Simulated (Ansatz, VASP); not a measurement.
**Pt in VASP and in Ansatz**

INCAR

```
SYSTEM = Pt
PREC = Accurate
ENCUT = 520
EDIFF = 1E-8
ISMEAR = -1
SIGMA = 0.03
LREAL = .FALSE.
LASPH = .TRUE.
NELM = 60
ALGO = Normal
ISIF = 2
LWAVE = .FALSE.
LCHARG = .FALSE.
GGA = PE
LEFG = .TRUE.
NBANDS = 11
```

The input KPOINTS:

```
Automatic mesh
0
G
  18 18 18
  0 0 0
```

Contents of POSCAR:

```
Pt
1.0
    0.0000000000      1.9182716408      1.9182716408
    1.9182716408      0.0000000000      1.9182716408
    1.9182716408      1.9182716408      0.0000000000
Pt
1
Direct
    0.0000000000      0.0000000000      0.0000000000
```

Input for Ansatz:

```yaml
crystal:
  lattice:
    - [0.0, 1.9182716408, 1.9182716408]
    - [1.9182716408, 0.0, 1.9182716408]
    - [1.9182716408, 1.9182716408, 0.0]
  atoms:
    - { symbol: Pt, position: [0.0, 0.0, 0.0] }
kpoints:
  mp_grid: { grid: [18, 18, 18] }
scf:
  occupations: { method: fermi_dirac, width: 0.03 }
hamiltonian:
  xc: pbe
  pseudopotentials: { kind: paw }
output:
  forces: true
  stress: true
  eigenvalues: true
  efg: { contact_densities: true }
```

Change from the starting cell: volume scaled by 0.9405, PAW files.

Alike in both runs: task electric field gradients; functional PBE; k mesh 18 × 18 × 18; occupations fermi-dirac, width 0.03 eV; no spin polarisation.

```csv
,VASP,Ansatz
version,VASP 6.6.1,Ansatz 0.2.0
potentials or method,"VASP PAW PBE potentials, release 64 (Pt)","PAW with Ansatz's default frozen-core files, scalar-relativistic"
plane-wave cutoff (eV),520,420
valence electrons in the cell,10,18
```

VASP gave:

- pressure (GPa): 33.0

Problem. What did Ansatz give for the same quantities?

Solution. Pressure (GPa): 33.6.

Both programs put the cell under a high pressure, so it lies far from rest at this level. The functional is the same, so the differences come from potentials, cutoffs and numerics. VASP's potentials hold 10 valence electrons a cell and Ansatz's 18, so a difference there can come from the potentials and not from the codes.

Neither program's run includes spin-orbit coupling.
